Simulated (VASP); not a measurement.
# PtSe2 (C2/m) in VASP: further runs

The runs below take PtSe2 through single point, with PBE.

Program: VASP 6.6.1. These are calculated values, not measurements. Logs are shortened: lines on timing, memory, paths and dates and some standing lists are left out, and cuts for length are marked.

### Step 1. The cell of the first run

Symmetry: C2/m, No. 12, monoclinic system. The conventional cell has a = 6.498 Å, b = 3.583 Å, c = 6.527 Å, α = 90.00°, β = 90.00°, γ = 90.00°. Pt (site symmetry 2/m) has 6 Se at 2.47 to 2.53 Å within 3.3 Å. Within 3.3 Å of Se (site symmetry m) lie 3 Pt at 2.47 to 2.53 Å.

### Step 2. Single point, PBE (strain -0.0450 x Voigt [1, 0, 0, 0, 0, 0])

Contents of INCAR:

```
ALGO = Normal
EDIFF = 1E-7
ENCUT = 520
GGA = PE
ISIF = 2
ISMEAR = 0
LASPH = T
LCHARG = F
LREAL = F
LWAVE = F
NBANDS = 18
NELM = 100
PREC = Accurate
SIGMA = 0.05
```

Contents of KPOINTS:

```
k-points
0
Gamma
  12 12 4
```

Contents of POSCAR:

```
PtSe2
1.0
    3.5828372422      0.0000000000      0.0000000000
   -1.7914186211      3.2490346276      0.0000000000
    0.0000000000      0.0000000000      6.5268785481
Pt Se
1 2
Direct
    0.0000000000      0.0000000000      0.0000000000
    0.3333333333      0.6666666667      0.2001869949
    0.6666666667      0.3333333333      0.7998130051
```

Potentials or basis: VASP PAW PBE potentials, release 64 (Pt, Se).

The run is started by

```sh
$ cat potpaw_PBE.64/Pt/POTCAR potpaw_PBE.64/Se/POTCAR > POTCAR
$ mpirun -np 1 vasp_std > vasp.out
```

OUTCAR:

```text
EDIFF = 1E-7
   ENCUT = 520
   GGA = PE
   ISIF = 2
   ISMEAR = 0
   LASPH = T
   LREAL = F
   NELM = 100
   PREC = Accurate

 ion  position               nearest neighbor table
   1  0.000  0.000  0.000-   2 2.47   3 2.47   3 2.47   2 2.47   3 2.53   2 2.53
   2  0.333  0.667  0.200-   1 2.47   1 2.47   1 2.53
   3  0.667  0.333  0.800-   1 2.47   1 2.47   1 2.53

  LATTYP: Found a base centered orthorhombic cell.
 ALAT       =     3.5828372422
 B/A-ratio  =     1.8136657671
 C/A-ratio  =     1.8217066830

  Lattice vectors:

 A1 = (   1.7914186211,  -3.2490346276,   0.0000000000)
 A2 = (   1.7914186211,   3.2490346276,   0.0000000000)
 A3 = (   0.0000000000,   0.0000000000,   6.5268785481)

Analysis of symmetry for initial positions (statically):
=====================================================================
 Subroutine PRICEL returns:
 Original cell was already a primitive cell.

 Routine SETGRP: Setting up the symmetry group for a
 base centered orthorhombic supercell.

 Subroutine GETGRP returns: Found  4 space group operations
 (whereof  4 operations were pure point group operations)
 out of a pool of  8 trial point group operations.

The static configuration has the point symmetry C_2h.

Analysis of symmetry for dynamics (positions and initial velocities):
=====================================================================
 Subroutine PRICEL returns:
 Original cell was already a primitive cell.

 Routine SETGRP: Setting up the symmetry group for a
 base centered orthorhombic supercell.

 Subroutine GETGRP returns: Found  4 space group operations
 (whereof  4 operations were pure point group operations)
 out of a pool of  8 trial point group operations.

The dynamic configuration has the point symmetry C_2h.

 Subroutine INISYM returns: Found  4 space group operations
 (whereof  4 operations are pure point group operations),
 and found     1 'primitive' translations

----------------------------------------------------------------------------------------

                                     Primitive cell

  volume of cell :      75.9778

  direct lattice vectors                    reciprocal lattice vectors
     3.582837242  0.000000000  0.000000000     0.279108408  0.153891866  0.000000000
    -1.791418621  3.249034628  0.000000000     0.000000000  0.307783731  0.000000000
     0.000000000  0.000000000  6.526878548     0.000000000  0.000000000  0.153212595

  length of vectors
     3.582837242  3.710176099  6.526878548     0.318722779  0.307783731  0.153212595

  position of ions in fractional coordinates (direct lattice)
     0.000000000  0.000000000  0.000000000
     0.333333333  0.666666667  0.200186995
     0.666666667  0.333333333  0.799813005

  ion indices of the primitive-cell ions
   primitive index   ion index
                 1           1
                 2           2
                 3           3

----------------------------------------------------------------------------------------

 KPOINTS: k-points

Automatic generation of k-mesh.
 Grid dimensions read from file:
 generate k-points for:   12   12    4

 Generating k-lattice:

  Cartesian coordinates                     Fractional coordinates (reciprocal lattice)
     0.023259034  0.012824322  0.000000000     0.083333333 -0.000000000  0.000000000
     0.000000000  0.025648644  0.000000000     0.000000000  0.083333333  0.000000000
     0.000000000  0.000000000  0.038303149     0.000000000  0.000000000  0.250000000

  Length of vectors
     0.026560232  0.025648644  0.038303149

  Shift w.r.t. Gamma in fractional coordinates (k-lattice)
     0.000000000  0.000000000  0.000000000

 Subroutine IBZKPT returns following result:
 ===========================================

 Found    164 irreducible k-points:

 Following reciprocal coordinates:
            Coordinates               Weight
  0.000000  0.000000  0.000000      1.000000
  0.083333  0.000000  0.000000      4.000000
  0.166667  0.000000  0.000000      4.000000
  0.250000  0.000000  0.000000      4.000000
  0.333333  0.000000  0.000000      4.000000
  0.416667  0.000000  0.000000      4.000000
[... 16 lines left out ...]
  0.333333  0.166667  0.000000      4.000000
  0.416667  0.166667  0.000000      4.000000
 [... further k-points ...]
   k-points           NKPTS =    164   k-points in BZ     NKDIM =    164   number of bands    NBANDS=     18
   number of dos      NEDOS =    301   number of ions     NIONS =      3
   total plane-waves  NPLWV =  39200
   dimension x,y,z NGX =    28 NGY =   28 NGZ =   50
   dimension x,y,z NGXF=    56 NGYF=   56 NGZF=  100
   ions per type =               1   2
   NGX,Y,Z   is equivalent  to a cutoff of  12.99, 12.55, 12.74 a.u.
   NGXF,Y,Z  is equivalent  to a cutoff of  25.98, 25.09, 25.47 a.u.
 SYSTEM =  unknown system
   PREC   = accura    normal or accurate (medium, high low for compatibility)
   ISTART =      0    job   : 0-new  1-cont  2-samecut
   ICHARG =      2    charge: 1-file 2-atom 10-const
   ISPIN  =      1    spin polarized calculation?
   LNONCOLLINEAR =      F non collinear calculations
   LSORBIT =      F    spin-orbit coupling
   LASPH  =      T    aspherical Exc in radial PAW
   ENCUT  =  520.0 eV  38.22 Ry    6.18 a.u.   6.66  6.90 12.14*2*pi/ulx,y,z
   NELM   =    100;   NELMIN=  2; NELMDL= -5     # of ELM steps
   EDIFF  = 0.1E-06   stopping-criterion for ELM
   LREAL  =      F    real-space projection
   EDIFFG = 0.1E-05   stopping-criterion for IOM
   NSW    =      0    number of steps for IOM
   IBRION =     -1    ionic relax: 0-MD 1-quasi-New 2-CG
   NFREE  =      0    steps in history (QN), initial steepest desc. (CG)
   ISIF   =      2    stress and relaxation
   ISYM   =      2    0-nonsym 1-usesym 2-fastsym
   POTIM  = 0.5000    time-step for ionic-motion
   TEBEG  =    0.0;   TEEND  =   0.0 temperature during run
   PSTRESS=    0.0 pullay stress
   NELECT =      22.0000    total number of electrons
   NUPDOWN=      -1.0000    fix difference up-down
   EMIN   =  10.00;   EMAX   =-10.00  energy-range for DOS
   EFERMI =   0.00;   METHOD = LEGACY
   ISMEAR =     0;   SIGMA  =   0.05  broadening in eV -4-tet -1-fermi 0-gaus
   EFERMI_NEDOS =   21; number of points for ismear=-14 and -15
   IALGO  =     38    algorithm
   IMIX   =      4    mixing-type and parameters
     AMIX     =   0.40;   BMIX     =  1.00
     AMIX_MAG =   1.60;   BMIX_MAG =  1.00
  volume/ion in A,a.u.               =      25.33       170.91
  Fermi-wavevector in a.u.,A,eV,Ry     =   1.083062  2.046691 15.959957  1.173024
  Thomas-Fermi vector in A             =   2.219119
   LORBIT       =      0    0 simple, 1 ext, 2 COOP (PROOUT), +10 PAW based schemes
   GGA     = PE    functional components
   LHFCALC =     F    Hartree Fock is set to
   AEXX    =    0.0000 exact exchange contribution
   IVDW    =     0    specifies the selected vdW correction
   LEPSILON=     F    determine dielectric tensor
   LRPA    =     F    only Hartree local field effects (RPA)
 non-spin polarized calculation
 Gauss-broadening in eV      SIGMA  =   0.05
  energy-cutoff  :      520.00
  volume of cell :       75.98
 maximum number of plane-waves:      2072
   NGX = 13   NGY = 13   NGZ = 25

 number of electron      22.0000000 magnetization

 Free energy of the ion-electron system (eV)
  ---------------------------------------------------
  ext. energy  EPLUGINS =         0.00000000
  ---------------------------------------------------
  free energy    TOTEN  =       -14.20709815 eV

  energy without entropy =      -14.20709815  energy(sigma->0) =      -14.20709815

 E-fermi :   3.7330     XC(G=0):  -9.1572

 val. band max:        3.4938815170   @ k =  -0.2500   0.0833   0.0000
 cond. band min:       4.3354664353   @ k =   0.0000   0.2500   0.2500
 fundamental gap:      0.8415849182
 Fermi energy:         3.7330348005

 k-point     1 :       0.0000    0.0000    0.0000
  band No.  band energies     occupation
      1     -11.0632      2.00000
      2      -9.0767      2.00000
      3      -2.2680      2.00000
      4      -2.1127      2.00000
      5      -2.0413      2.00000
      6       0.1377      2.00000
[... 10 lines left out ...]
     17      12.1692      0.00000
     18      12.7361      0.00000

 k-point     2 :       0.0833    0.0000    0.0000
  band No.  band energies     occupation
      1     -10.9801      2.00000
      2      -9.0840      2.00000
      3      -2.1825      2.00000
      4      -2.0809      2.00000
      5      -2.0321      2.00000
      6       0.0640      2.00000
[... 10 lines left out ...]
     17      11.9780      0.00000
     18      12.9426      0.00000

 k-point     3 :       0.1667    0.0000    0.0000
  band No.  band energies     occupation
      1     -10.7406      2.00000
      2      -9.1050      2.00000
      3      -2.0845      2.00000
      4      -1.9255      2.00000
      5      -1.9071      2.00000
      6      -0.2604      2.00000
[... 10 lines left out ...]
     17      12.6792      0.00000
     18      12.9663      0.00000

 k-point     4 :       0.2500    0.0000    0.0000
  band No.  band energies     occupation
      1     -10.3779      2.00000
      2      -9.1367      2.00000
      3      -2.0654      2.00000
      4      -1.7547      2.00000
      5      -1.5712      2.00000
      6      -0.9099      2.00000
[... 375 lines left out ...]
      4      -1.8581      2.00000
      5      -1.3118      2.00000
      6      -0.8252      2.00000
[... 10 lines left out ...]
     17      12.1380      0.00000
     18      12.8989      0.00000

 k-point    23 :       0.3333    0.1667    0.0000
  band No.  band energies     occupation
      1      -9.5375      2.00000
      2      -9.1880      2.00000
      3      -2.6074      2.00000
      4      -1.8231      2.00000
      5      -1.1067      2.00000
      6      -0.5886      2.00000
[... 10 lines left out ...]
     17      12.4727      0.00000
     18      13.1567      0.00000

 k-point    24 :       0.4167    0.1667    0.0000
  band No.  band energies     occupation
      1      -9.3772      2.00000
      2      -9.2016      2.00000
      3      -2.8629      2.00000
      4      -1.7922      2.00000
      5      -0.9843      2.00000
      6      -0.4081      2.00000
[... 10 lines left out ...]
     17      12.7345      0.00000
     18      13.0189      0.00000

 [... further k-points ...]

------------------------ aborting loop because EDIFF is reached ----------------------------------------

  FORCE on cell =-STRESS in cart. coord.  units (eV):
  Direction    XX          YY          ZZ          XY          YZ          ZX
  --------------------------------------------------------------------------------------
  -------------------------------------------------------------------------------------
  Total        4.2826056      1.5795727      1.6277897      0.0000000     -0.8646463      0.0000000
  in kB       90.3091412     33.3091265     34.3259002      0.0000000    -18.2331675      0.0000000
  external PRESSURE =      52.6480560 kB  Pullay stress =       0.0000000 kB

 VOLUME and BASIS-vectors are now :
 -----------------------------------------------------------------------------
  energy-cutoff  :      520.00
  volume of cell :       75.98
      direct lattice vectors                 reciprocal lattice vectors
     3.582837242  0.000000000  0.000000000     0.279108408  0.153891866  0.000000000
    -1.791418621  3.249034628  0.000000000     0.000000000  0.307783731  0.000000000
     0.000000000  0.000000000  6.526878548     0.000000000  0.000000000  0.153212595

 POSITION                                       TOTAL-FORCE (eV/Angst)
 -----------------------------------------------------------------------------------
      0.00000      0.00000      0.00000        -0.000000      0.000000      0.000000
     -0.00000      2.16602      1.30660         0.000000     -0.327087      0.608977
      1.79142      1.08301      5.22028        -0.000000      0.327087     -0.608977
 -----------------------------------------------------------------------------------
    total drift:                                0.000000     -0.000000     -0.000000

  FREE ENERGIE OF THE ION-ELECTRON SYSTEM (eV)
  ---------------------------------------------------
  free  energy   TOTEN  =       -14.2070981455 eV

  energy  without entropy=      -14.2070981455  energy(sigma->0) =      -14.20709815
```

Wall time 3.5 min (1 thread of Intel Xeon 6975P-C, shared host); peak memory 0.36 GiB.

Results:

```yaml
Free_energy: -14.2071 eV
Pressure: 5.3 GPa
Largest_force: 0.691 eV/Å
Band_gap_on_the_k_mesh: 0.84 eV, indirect (least direct gap 1.14 eV)
```

Forces in eV/Å, atoms in the order of the input:
```
Pt   0.000  0.000  0.000
Se   0.000 -0.327  0.609
Se   0.000  0.327 -0.609
```

Levels at points of the mesh, in eV from the valence-band top:
| k point | band 8 | band 9 | band 10 | band 11 | band 12 | band 13 | band 14 | band 15 |
| --- | --- | --- | --- | --- | --- | --- | --- | --- |
| (0.00, 0.00, 0.00) | -1.73 | -0.45 | -0.24 | -0.09 | 2.73 | 2.93 | 4.44 | 5.25 |
| (0.50, 0.00, 0.00) | -2.60 | -2.28 | -2.17 | -1.95 | 2.14 | 2.65 | 4.68 | 5.91 |
| (0.00, 0.50, 0.00) | -2.60 | -2.35 | -2.10 | -1.86 | 1.95 | 2.80 | 5.02 | 6.33 |
| (0.00, 0.00, 0.50) | -1.50 | -1.37 | -0.36 | -0.11 | 2.81 | 3.00 | 5.25 | 6.24 |
| (0.50, 0.00, 0.50) | -2.63 | -2.23 | -2.22 | -1.50 | 2.30 | 2.61 | 4.36 | 5.61 |
| (0.00, 0.50, 0.50) | -2.66 | -2.42 | -1.81 | -1.60 | 2.23 | 2.66 | 4.58 | 5.76 |

Caveat: the cell differs from its parent crystal (strain -0.0450 x Voigt [1, 0, 0, 0, 0, 0]); spin-orbit coupling is left out, which moves the levels of the heavy elements; this functional lacks dispersion, which binds the layers, so the pressure and a relaxed spacing across them are unreliable.

### Step 3. Single point, PBE (strain -0.0300 x Voigt [1, 0, 0, 0, 0, 0])

Contents of INCAR:

```
SYSTEM = PtSe2
PREC     = Accurate       ! precision mode
ENCUT    = 520            ! plane-wave cutoff, eV
EDIFF    = 1E-6           ! SCF threshold, eV
ISMEAR   = 0              ! smearing method
SIGMA    = 0.05           ! smearing width, eV
LREAL    = .False.        ! projectors in reciprocal space
LASPH    = .True.         ! aspherical terms in the spheres
NELM     = 100            ! most SCF steps
ALGO     = Normal         ! electronic algorithm
ISIF     = 2              ! what is computed and relaxed
LWAVE    = .False.        ! write WAVECAR
LCHARG   = .False.        ! write CHGCAR
GGA      = PE             ! functional
NBANDS   = 18             ! bands
```

Contents of KPOINTS:

```
regular mesh
0
Gamma
  12 12 4
  0 0 0
```

Contents of POSCAR:

```
PtSe2
1.0
    3.6391121727      0.0000000000      0.0000000000
   -1.8195560864      3.2490346276      0.0000000000
    0.0000000000      0.0000000000      6.5268785481
Pt Se
1 2
Direct
    0.0000000000      0.0000000000      0.0000000000
    0.3333333333      0.6666666667      0.2001869949
    0.6666666667      0.3333333333      0.7998130051
```

Potentials or basis: VASP PAW PBE potentials, release 64 (Pt, Se).

The run is started by

```sh
$ cat potpaw_PBE.64/Pt/POTCAR potpaw_PBE.64/Se/POTCAR > POTCAR
$ mpirun -np 1 vasp_std > vasp.out
```

Run time: 2.8 min. Hardware: 1 thread of Intel Xeon 6975P-C, shared host; peak memory 0.37 GiB.

Results (log left out):

| Property | Result |
| --- | --- |
| Free energy | -14.2620 eV |
| Pressure | 3.3 GPa |
| Largest force | 0.433 eV/Å |
| Band gap on the k mesh | 0.87 eV, indirect (least direct gap 1.11 eV) |

Forces on the atoms (eV/Å):
```
Pt   0.000  0.000  0.000
Se   0.000 -0.200  0.383
Se   0.000  0.200 -0.383
```

Stress tensor (GPa, compression positive):
```
 5.72  0.00  0.00
 0.00  2.08 -1.10
 0.00 -1.10  2.13
```

Levels at points of the mesh, in eV from the valence-band top:
```
           k point  band 7  band 8  band 9  band 10  band 11  band 12  band 13  band 14  band 15  band 16
(0.00, 0.00, 0.00)   -3.12   -1.67   -0.36    -0.23    -0.14     2.72     2.84     4.36     5.25     7.99
(0.50, 0.00, 0.00)   -2.64   -2.55   -2.20    -2.16    -1.91     2.10     2.60     4.69     5.97     7.96
(0.00, 0.50, 0.00)   -2.60   -2.55   -2.27    -2.00    -1.93     1.97     2.71     4.91     6.24     8.02
(0.00, 0.00, 0.50)   -3.12   -1.42   -1.33    -0.32    -0.17     2.79     2.91     5.28     6.10     7.32
(0.50, 0.00, 0.50)   -2.66   -2.58   -2.21    -2.15    -1.45     2.30     2.50     4.38     5.66     7.24
(0.00, 0.50, 0.50)   -2.60   -2.60   -2.34    -1.88    -1.51     2.22     2.57     4.53     5.77     7.27
```

Caveat: the cell differs from its parent crystal (strain -0.0300 x Voigt [1, 0, 0, 0, 0, 0]); spin-orbit coupling is left out, which moves the levels of the heavy elements; this functional lacks dispersion, which binds the layers, so the pressure and a relaxed spacing across them are unreliable.
